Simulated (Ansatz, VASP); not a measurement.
## Two plane-wave programs on Au

```
Au
1.0
     2.04188    2.04188    0.00000
    -2.04188    2.04188    0.00000
     0.00000    0.00000    4.12460
Au
2
Direct
  0.00000 0.00000 0.00000
  0.50000 0.50000 0.50000
```

Change from the starting cell: strain along c alone, the other axes held, atoms relaxed: +1.0 %.

Alike in both runs: task single point; functional PBEsol; k mesh 18 × 18 × 14; occupations gaussian, width 0.1 eV; no spin polarisation.

```csv
,VASP,Ansatz
version,VASP 6.6.1,Ansatz 0.2.0
potentials or method,"VASP PAW PBE potentials, release 64 (Au), cutoff 520 eV","scalar-relativistic, plane waves, PAW"
valence electrons in the cell,22,38
```

|  | VASP | Ansatz | Ansatz less VASP |
| --- | --- | --- | --- |
| gap on the k mesh at the Fermi level (eV) | none | none | - |
| pressure (GPa) | -2.0 | -1.8 | +0.21 |
| traceless stress, the component that is largest in VASP (GPa) | -0.49 | -0.49 | 0.000 |

VASP's potentials were made for PBE, not for PBEsol. A gap of «none» marks a metal or a gap that the smearing closes. The functional is the same, so the differences come from potentials, cutoffs and numerics. VASP's potentials hold 22 valence electrons a cell and Ansatz's 38, so a difference there can come from the potentials and not from the codes.

Spin-orbit coupling is off throughout.
